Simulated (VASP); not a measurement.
Input of a VASP 6.6.1 run:

The input POSCAR:

```
Pt
1.0
   -1.5842200000      1.5842200000      1.5842200000
    1.5842200000     -1.5842200000      1.5842200000
    1.5842200000      1.5842200000     -1.5842200000
Pt
1
Direct
    0.0000000000      0.0000000000      0.0000000000
```

The input INCAR.step1:

```
SYSTEM = Pt
ALGO     = Normal         ! electronic algorithm
EDIFF    = 1E-5           ! SCF threshold, eV
ENCUT    = 520            ! plane-wave cutoff, eV
GGA      = PE             ! functional
ISIF     = 2              ! what is computed and relaxed
ISMEAR   = -1             ! smearing method
LASPH    = .TRUE.         ! aspherical terms in the spheres
LCHARG   = .FALSE.        ! write CHGCAR
LREAL    = .FALSE.        ! projectors in reciprocal space
LWAVE    = .TRUE.         ! write WAVECAR
NBANDS   = 11             ! bands
NELM     = 80             ! most SCF steps
PREC     = Accurate       ! precision mode
SIGMA    = 0.05           ! smearing width, eV
```

The input INCAR.step2:

```
SYSTEM = Pt
AEXX     = 0.25           ! exact-exchange fraction
ALGO     = Normal         ! electronic algorithm
EDIFF    = 1E-6           ! SCF threshold, eV
ENCUT    = 520            ! plane-wave cutoff, eV
GGA      = PS             ! functional
HFSCREEN = 0.207          ! screening, 1/A
ISIF     = 2              ! what is computed and relaxed
ISMEAR   = -1             ! smearing method
ISTART   = 1            
LASPH    = .TRUE.         ! aspherical terms in the spheres
LCHARG   = .FALSE.        ! write CHGCAR
LHFCALC  = .TRUE.         ! exact exchange
LREAL    = .FALSE.        ! projectors in reciprocal space
LWAVE    = .FALSE.        ! write WAVECAR
NBANDS   = 11             ! bands
NELM     = 80             ! most SCF steps
PREC     = Accurate       ! precision mode
PRECFOCK = Normal       
SIGMA    = 0.05           ! smearing width, eV
```

Contents of KPOINTS:

```
k-points
0
G
  6 6 6
  0 0 0
```

Potentials or basis: VASP PAW PBE potentials, release 64 (Pt).

Launch:

```sh
$ cat potpaw_PBE.64/Pt/POTCAR > POTCAR
$ cp INCAR.step1 INCAR
$ mpirun -np 1 vasp_std > vasp.out
$ cp INCAR.step2 INCAR
$ mpirun -np 1 vasp_std > vasp.out
```

(1) Estimate the band gap on the k mesh.

(2) What does it give for the pressure?

## Answers

(1) zero (bands 5 and 6 overlap by 2.72 eV).

(2) -14.6 GPa.

Caveat: the k points lie up to 0.47 Å⁻¹ apart, too coarse for converged energies and pressures of a metal; the PAW data sets were made with another functional, which shifts forces and pressure a little; spin-orbit coupling is left out, which moves the levels of the heavy elements.
